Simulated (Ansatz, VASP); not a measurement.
## C in VASP and in Ansatz

```
CELL_PARAMETERS angstrom
2.49731 0.00000 0.00000
0.00000 3.53172 0.00000
0.00000 0.00000 18.49730
ATOMIC_POSITIONS crystal
C 0.75000 0.09797 0.43956
C 0.25000 0.90203 0.43956
C 0.25000 0.60988 0.50000
C 0.75000 0.39012 0.50000
C 0.75000 0.09797 0.56044
C 0.25000 0.90203 0.56044
```

Alike in both runs: task single point; functional LDA; k mesh 10 × 7 × 1; occupations fermi-dirac, width 0.02 eV; no spin polarisation.

|  | VASP | Ansatz |
| --- | --- | --- |
| version | VASP 6.6.1 | Ansatz 0.2.0 |
| potentials or method | VASP PAW LDA potentials, release 64 (C) | PAW with Ansatz's default frozen-core files, scalar-relativistic |
| plane-wave cutoff (eV) | 520 | 420 |
| valence electrons in the cell | 24 | 24 |

|  | VASP | Ansatz | Ansatz less VASP |
| --- | --- | --- | --- |
| rms of the force components (eV/Å) | 0.029 | 0.002 | -0.0271 |

LDA's correlation is that of Perdew and Zunger in VASP and of Perdew and Wang (1992) in Ansatz. Atom by atom the forces differ by 0.028 eV/Å (rms over components). Ansatz's warnings: slab cell height set.
